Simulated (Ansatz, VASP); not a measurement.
CdS: VASP beside Ansatz

The input INCAR:

```
SYSTEM = CdS
  PREC = Accurate
  ENCUT = 500
  EDIFF = 1E-6
  ISMEAR = -1
  SIGMA = 0.05
  LREAL = .FALSE.
  LASPH = .TRUE.
  NELM = 120
  ALGO = Normal
  ISIF = 2
  LWAVE = .FALSE.
  LCHARG = .TRUE.
  GGA = CA
  LELF = .TRUE.
  LVHAR = .TRUE.
  NBANDS = 16
  GGA_COMPAT = .FALSE.
```

Contents of KPOINTS:

```
Automatic mesh
0
G
  6 6 6
  0 0 0
```

The input POSCAR:

```
CdS
1.0
    0.0000000000      2.8421190342      2.8421190342
    2.8421190342      0.0000000000      2.8421190342
    2.8421190342      2.8421190342      0.0000000000
Cd S
1 1
Direct
    0.0000000000      0.0000000000      0.0000000000
    0.5000000000      0.5000000000      0.5000000000
```

Input for Ansatz:

```yaml
crystal:
  lattice:
    - [0.0, 2.84211903419955, 2.84211903419955]
    - [2.84211903419955, 0.0, 2.84211903419955]
    - [2.84211903419955, 2.84211903419955, 0.0]
  atoms:
    - { symbol: Cd, position: [0.0, 0.0, 0.0] }
    - { symbol: S, position: [0.5, 0.5, 0.5] }
basis:
  ecutwfc: 470.0
kpoints:
  mp_grid:
    grid: [6, 6, 6]
hamiltonian:
  xc: lda
  pseudopotentials:
    kind: paw
scf:
  occupations:
    method: fermi_dirac
    width: 0.05
output:
  stress: true
```

Alike in both runs: task single point; functional LDA; k mesh 6 × 6 × 6; occupations fermi-dirac, width 0.05 eV; no spin polarisation.

|  | VASP | Ansatz |
| --- | --- | --- |
| version | VASP 6.6.1 | Ansatz 0.2.0 |
| potentials or method | VASP PAW LDA potentials, release 64 (Cd, S), cutoff 500 eV | plane waves, PAW |
| valence electrons in the cell | 18 | 26 |

|  | VASP | Ansatz | Ansatz less VASP |
| --- | --- | --- | --- |
| pressure (GPa) | -10.8 | -11.1 | -0.29 |

LDA's correlation is that of Perdew and Zunger in VASP and of Perdew and Wang (1992) in Ansatz. VASP's potentials hold 18 valence electrons a cell and Ansatz's 26, so a difference there can come from the potentials and not from the codes.
